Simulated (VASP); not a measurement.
# TiO2: single point with PBE

Crystal: TiO2.

```
CELL_PARAMETERS angstrom
-1.87112 1.87112 4.92118
1.87112 -1.87112 4.92118
1.87112 1.87112 -4.92118
ATOMIC_POSITIONS crystal
Ti 0.00000 0.00000 0.00000
Ti 0.75000 0.25000 0.50000
O 0.20651 0.20651 0.00000
O 0.95651 0.45651 0.50000
O 0.54349 0.04349 0.50000
O 0.79349 0.79349 0.00000
```

This cell differs from its parent crystal: strain -0.015 along x and y, +0.015 along z.

```json
{
 "Program": "VASP 6.6.1",
 "Task": "single point",
 "Functional": "PBE",
 "Potentials or basis": "VASP PAW PBE potentials, release 64 (Ti_sv, O)",
 "Cutoff": "520 eV",
 "k mesh": "10 × 10 × 10",
 "Occupations": "gaussian, width 0.05 eV",
 "Spin": "no spin polarisation",
 "Dipole correction": "no",
 "Further INCAR settings": "ALGO = Normal; EDIFF = 1e-06; NBANDS = 33"
}
```

```
Pressure               : 4.1 GPa
Largest force          : 0.251 eV/Å
Band gap on the k mesh : 2.18 eV, indirect (least direct gap 2.51 eV)
```

Forces on the atoms (eV/Å):
```
Ti   0.000  0.000  0.000
Ti   0.000  0.000  0.000
O    0.000  0.000 -0.251
O    0.000  0.000 -0.251
O    0.000  0.000  0.251
O    0.000  0.000  0.251
```

Stress tensor (GPa, compression positive):
```
 6.25  0.00  0.00
 0.00  6.25  0.00
 0.00  0.00 -0.25
```

Levels at points of the mesh, in eV from the valence-band top:
| k point | band 21 | band 22 | band 23 | band 24 | band 25 | band 26 | band 27 | band 28 |
| --- | --- | --- | --- | --- | --- | --- | --- | --- |
| (0.00, 0.00, 0.00) | -0.91 | -0.88 | -0.45 | -0.45 | 2.18 | 2.80 | 4.09 | 4.09 |
| (0.50, 0.00, 0.00) | -1.89 | -0.93 | -0.92 | -0.71 | 3.32 | 3.50 | 3.56 | 3.63 |
| (0.50, 0.50, 0.00) | -2.08 | -2.08 | -0.05 | -0.05 | 3.23 | 3.23 | 3.72 | 3.72 |
| (0.50, 0.50, 0.50) | -1.31 | -1.31 | -0.14 | -0.14 | 2.48 | 2.48 | 3.81 | 3.81 |

Wall time 8.6 min on 1 thread of Intel Xeon 6975P-C, with other jobs on the host, peak memory 0.37 GiB.

Caveat: the cell differs from its parent crystal (strain -0.015 along x and y, +0.015 along z). A k mesh can miss the band edges.
